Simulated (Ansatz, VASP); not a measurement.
## Co: VASP beside Ansatz

File INCAR:

```
SYSTEM = Co
PREC = Accurate
ENCUT = 600
EDIFF = 1E-6
ISMEAR = -1
SIGMA = 0.05
LREAL = .FALSE.
LASPH = .TRUE.
NELM = 200
ALGO = Normal
ISIF = 2
LWAVE = .FALSE.
LCHARG = .FALSE.
ISPIN = 2
MAGMOM = 2 2 2 2
LORBIT = 11
LMAXMIX = 4
GGA = LIBXC
LIBXC1 = GGA_X_B88
LIBXC2 = GGA_C_PBE
NBANDS = 30
GGA_COMPAT = .FALSE.
```

The input KPOINTS:

```
regular mesh
0
G
  12 12 4
  0 0 0
```

File POSCAR:

```
Co
1.0
    2.4539803297      0.0000000000      0.0000000000
   -1.2269901649      2.1252093060      0.0000000000
    0.0000000000      0.0000000000      8.0339487160
Co
4
Direct
    0.6666666667      0.3333333333      0.7500000000
    0.0000000000      0.0000000000      0.5000000000
    0.3333333333      0.6666666667      0.2500000000
    0.0000000000      0.0000000000      0.0000000000
```

The input input.yaml:

```yaml
crystal:
  lattice:
    - [2.4539803297, 0.0, 0.0]
    - [-1.2269901649, 2.125209306, 0.0]
    - [0.0, 0.0, 8.033948716]
  atoms:
    - { symbol: Co, position: [0.6666666667, 0.3333333333, 0.75], spin: 2.0 }
    - { symbol: Co, position: [0.0, 0.0, 0.5], spin: 2.0 }
    - { symbol: Co, position: [0.3333333333, 0.6666666667, 0.25], spin: 2.0 }
    - { symbol: Co, position: [0.0, 0.0, 0.0], spin: 2.0 }
hamiltonian:
  xc: { exchange: b88, correlation: pbe }
  pseudopotentials: { kind: paw }
magnetization:
  spin_polarized: true
kpoints:
  mp_grid: { grid: [12, 12, 4] }
scf:
  occupations: { method: fermi_dirac, width: 0.05 }
output:
  forces: true
  stress: true
  eigenvalues: true
  write_density: true
  write_potential: true
  elf: true
  volumetric_format: npy
```

Alike in both runs: task single point; functional b88 exchange, pbe correlation; k mesh 12 × 12 × 4; occupations fermi-dirac, width 0.05 eV; collinear spin.

|  | VASP | Ansatz |
| --- | --- | --- |
| version | VASP 6.6.1 | Ansatz 0.2.0 |
| potentials or method | VASP PAW PBE potentials, release 64 (Co) | Ansatz PAW |
| plane-wave cutoff (eV) | 600 | 420 |
| valence electrons in the cell | 36 | 68 |

```tsv
	VASP	Ansatz	Ansatz less VASP
gap on the k mesh at the Fermi level (eV)	none	none	-
pressure (GPa)	7.8	9.0	+1.23
traceless stress, the component that is largest in VASP (GPa)	-2.52	-2.62	-0.097
net moment per atom (μB)	1.61	1.62	+0.011
size of the moment on the site where the two differ most (μB)	1.63	1.70	+0.067
```

VASP's potentials were made for PBE, not for b88 exchange, pbe correlation. Site moments also hang on the region over which each program counts them. A gap of «none» marks a metal or a gap that the smearing closes. VASP's potentials hold 36 valence electrons a cell and Ansatz's 68, so a difference there can come from the potentials and not from the codes.
